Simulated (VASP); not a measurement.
Write the native input for VASP 6.6.1 that does the following.

```yaml
Task: single point
Functional: PBE
Potentials_or_basis: VASP PAW PBE potentials, release 64 (Si, Sn_d)
Cutoff: 520 eV
k_mesh: 6 × 6 × 2
Occupations: gaussian, width 0.1 eV
Spin: no spin polarisation
Dipole_correction: no
Further_INCAR_settings: ALGO = Normal; EDIFF = 1e-07; NBANDS = 31
```

The structure of Si2Sn lies in POSCAR:

```
Si2Sn
1.0
    3.0600986700      0.0000000000      0.0000000000
   -1.5300493300      2.6501231900      0.0000000000
    0.0000000000      0.0000000000     14.4183029100
Si Sn
4 2
Direct
    0.3333333300      0.6666666700      0.5000000000
    0.6666666700      0.3333333300      0.0000000000
    0.6666666700      0.3333333300      0.3333333300
    0.6666666700      0.3333333300      0.6666666700
    0.3333333300      0.6666666700      0.8333333300
    0.3333333300      0.6666666700      0.1666666700
```

These files were run (other wordings do the same):

INCAR

```
SYSTEM = Si2Sn
PREC     = Accurate       ! precision mode
ENCUT    = 520            ! plane-wave cutoff, eV
EDIFF    = 1E-7           ! SCF threshold, eV
ISMEAR   = 0              ! smearing method
SIGMA    = 0.1            ! smearing width, eV
LREAL    = .FALSE.        ! projectors in reciprocal space
LASPH    = .TRUE.         ! aspherical terms in the spheres
NELM     = 60             ! most SCF steps
ALGO     = Normal         ! electronic algorithm
ISIF     = 2              ! what is computed and relaxed
LWAVE    = .FALSE.        ! write WAVECAR
LCHARG   = .FALSE.        ! write CHGCAR
GGA      = PE             ! functional
NBANDS   = 31             ! bands
```

KPOINTS

```
Automatic mesh
0
G
  6 6 2
  0 0 0
```

Potentials or basis: VASP PAW PBE potentials, release 64 (Si, Sn_d).

The run is started by

```bash
$ cat potpaw_PBE.64/Si/POTCAR potpaw_PBE.64/Sn_d/POTCAR > POTCAR
$ mpirun -np 1 vasp_std > vasp.out
```

Results of the run:

```json
{
 "Pressure": "1.7 GPa",
 "Largest force": "1.126 eV/Å",
 "Band gap on the k mesh": "zero (band 22 reaches 14.42 eV, above the bottom of band 23 at 5.94 eV)"
}
```

Caveat: the k points lie up to 0.40 Å⁻¹ apart; spin-orbit coupling is left out, which moves the levels of the heavy elements; forces of over 1 eV/Å act on the atoms, so gaps and moduli don't describe the material at rest.

It took 44 s on 1 thread of Intel(R) Xeon(R) Platinum 8259CL CPU @ 2.50GHz (Skylake/Cascade Lake), with other jobs on the host, peak memory 0.24 GiB.
